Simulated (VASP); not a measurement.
# NiSb (P6_3/mmc) in VASP: notebook, part 2 of 2

VASP 6.6.1.

## 3. Single point, PBE, collinear spin

File INCAR:

```
SYSTEM = NiSb
ALGO     = Normal         ! electronic algorithm
EDIFF    = 1E-7           ! SCF threshold, eV
ENCUT    = 520            ! plane-wave cutoff, eV
GGA      = PE             ! functional
ISIF     = 2              ! what is computed and relaxed
ISMEAR   = -1             ! smearing method
ISPIN    = 2              ! spin polarisation
LASPH    = .True.         ! aspherical terms in the spheres
LCHARG   = .False.        ! write CHGCAR
LMAXMIX  = 4              ! l up to which the mixer works
LORBIT   = 11             ! projections on sites
LREAL    = .False.        ! projectors in reciprocal space
LWAVE    = .False.        ! write WAVECAR
MAGMOM   = 0.1 0.1 0 0    ! initial moments
NBANDS   = 27             ! bands
NELM     = 150            ! most SCF steps
NUPDOWN  = 0.2            ! fixed moment
PREC     = Accurate       ! precision mode
SIGMA    = 0.05           ! smearing width, eV
```

File KPOINTS:

```
k-points
0
Gamma
  10 10 7
  0 0 0
```

File POSCAR:

```
NiSb
1.0
    3.9280000000      0.0000000000      0.0000000000
   -1.9640000000      3.4017477861      0.0000000000
    0.0000000000      0.0000000000      5.1200000000
Ni Sb
2 2
Direct
    0.0000000000      0.0000000000      0.0000000000
    0.0000000000      0.0000000000      0.5000000000
    0.3333333333      0.6666666667      0.2500000000
    0.6666666667      0.3333333333      0.7500000000
```

Potentials or basis: VASP PAW PBE potentials, release 64 (Ni, Sb).

Run with:

```console
$ cat potpaw_PBE.64/Ni/POTCAR potpaw_PBE.64/Sb/POTCAR > POTCAR
$ mpirun -np 1 vasp_std > vasp.out
```

OUTCAR:

```text
SYSTEM = NiSb
   EDIFF = 1E-7
   ENCUT = 520
   GGA = PE
   ISIF = 2
   ISMEAR = -1
   ISPIN = 2
   LASPH = .True.
   LORBIT = 11
   LREAL = .False.
   NELM = 150
   NUPDOWN = 0.2
   PREC = Accurate

 ion  position               nearest neighbor table
   1  0.000  0.000  0.000-   2 2.56   2 2.56   4 2.60   3 2.60   4 2.60   3 2.60   4 2.60   3 2.60

   2  0.000  0.000  0.500-   1 2.56   1 2.56   4 2.60   3 2.60   4 2.60   3 2.60   4 2.60   3 2.60

   3  0.333  0.667  0.250-   1 2.60   2 2.60   1 2.60   2 2.60   1 2.60   2 2.60   4 3.42   4 3.42
                             4 3.42   4 3.42   4 3.42   4 3.42
   4  0.667  0.333  0.750-   1 2.60   2 2.60   1 2.60   2 2.60   1 2.60   2 2.60   3 3.42   3 3.42
                             3 3.42   3 3.42   3 3.42   3 3.42

  LATTYP: Found a hexagonal cell.
 ALAT       =     3.9280000000
 C/A-ratio  =     1.3034623218

  Lattice vectors:

 A1 = (   3.9280000000,   0.0000000000,   0.0000000000)
 A2 = (  -1.9640000000,   3.4017477861,   0.0000000000)
 A3 = (   0.0000000000,   0.0000000000,   5.1200000000)

Analysis of symmetry for initial positions (statically):
=====================================================================
 Subroutine PRICEL returns:
 Original cell was already a primitive cell.

 Routine SETGRP: Setting up the symmetry group for a
 hexagonal supercell.

 Subroutine GETGRP returns: Found 24 space group operations
 (whereof 12 operations were pure point group operations)
 out of a pool of 24 trial point group operations.

The static configuration has the point symmetry D_3d.
 The point group associated with its full space group is D_6h.

Analysis of symmetry for dynamics (positions and initial velocities):
=====================================================================
 Subroutine PRICEL returns:
 Original cell was already a primitive cell.

 Routine SETGRP: Setting up the symmetry group for a
 hexagonal supercell.

[... 170 lines left out ...]
  energy without entropy =      -20.26783813  energy(sigma->0) =      -20.27674465

 E-fermi :   9.9933     XC(G=0): -11.5316

 val. band max:       10.1057633556   @ k =   0.1000   0.1000   0.4286
 cond. band min:       9.9946792639   @ k =   0.5000   0.0000   0.1429
 fundamental gap:     -0.1110840918
 Fermi energy:        10.1243843973

 spin component 1

 k-point     1 :       0.0000    0.0000    0.0000
  band No.  band energies     occupation
      1      -2.9410      1.00000
      2       1.6281      1.00000
      3       3.7872      1.00000
      4       6.0960      1.00000
      5       6.0960      1.00000
      6       6.8473      1.00000
[... 709 lines left out ...]
     26      22.7826      0.00000
     27      23.3288      0.00000

 [... further k-points ...]

 spin component 2

 k-point     1 :       0.0000    0.0000    0.0000
  band No.  band energies     occupation
      1      -2.9213      1.00000
      2       1.6459      1.00000
      3       3.8149      1.00000
      4       6.1490      1.00000
      5       6.1490      1.00000
      6       6.9168      1.00000
[... 709 lines left out ...]
     26      22.8041      0.00000
     27      23.3470      0.00000

 [... further k-points ...]

------------------------ aborting loop because EDIFF is reached ----------------------------------------

  FORCE on cell =-STRESS in cart. coord.  units (eV):
  Direction    XX          YY          ZZ          XY          YZ          ZX
  --------------------------------------------------------------------------------------
  -------------------------------------------------------------------------------------
  Total        1.6722187      1.6722187      1.4468742      0.0000000      0.0000000      0.0000000
  in kB       39.1615704     39.1615704     33.8842432      0.0000000      0.0000000      0.0000000
  external PRESSURE =      37.4024613 kB  Pullay stress =       0.0000000 kB

 VOLUME and BASIS-vectors are now :
 -----------------------------------------------------------------------------
  energy-cutoff  :      520.00
  volume of cell :       68.41
      direct lattice vectors                 reciprocal lattice vectors
     3.928000000  0.000000000  0.000000000     0.254582485  0.146983266  0.000000000
    -1.964000000  3.401747786  0.000000000     0.000000000  0.293966532  0.000000000
     0.000000000  0.000000000  5.120000000     0.000000000  0.000000000  0.195312500

 POSITION                                       TOTAL-FORCE (eV/Angst)
 -----------------------------------------------------------------------------------
      0.00000      0.00000      0.00000         0.000000      0.000000     -0.000000
      0.00000      0.00000      2.56000         0.000000      0.000000     -0.000000
     -0.00000      2.26783      1.28000        -0.000000     -0.000000     -0.000000
      1.96400      1.13392      3.84000         0.000000      0.000000      0.000000
 -----------------------------------------------------------------------------------
    total drift:                                0.000000     -0.000000     -0.000000

  FREE ENERGIE OF THE ION-ELECTRON SYSTEM (eV)
  ---------------------------------------------------
  free  energy   TOTEN  =       -20.2856511756 eV

  energy  without entropy=      -20.2678381283  energy(sigma->0) =      -20.27674465

 total charge

# of ion       s       p       d       tot
------------------------------------------
    1        0.450   0.487   8.465   9.402
    2        0.450   0.487   8.465   9.402
    3        1.132   1.224   0.076   2.431
    4        1.132   1.224   0.076   2.431
--------------------------------------------------
tot          3.164   3.421  17.083  23.667

 magnetization (x)

# of ion       s       p       d       tot
------------------------------------------
    1        0.002   0.004   0.065   0.071
    2        0.002   0.004   0.065   0.071
    3        0.006   0.009   0.000   0.016
    4        0.006   0.009   0.000   0.016
--------------------------------------------------
tot          0.016   0.026   0.132   0.173
```

Wall time 1.7 min (1 thread of Intel Xeon 6975P-C (Granite Rapids), shared host); peak memory 0.31 GiB.

Results:

| Property | Result |
| --- | --- |
| Free energy | -20.2857 eV |
| Pressure | 3.7 GPa |
| Net moment | 0.20 μB per cell |
| Site moments | Ni +0.07; Sb +0.02 μB |
| Valence electrons inside the program's atomic spheres | Ni 9.40; Sb 2.43 |

Caveat: the cell stands under pressure; spin-orbit coupling is left out, which moves the levels of the heavy elements; the total moment is fixed, so each spin has its own Fermi level.
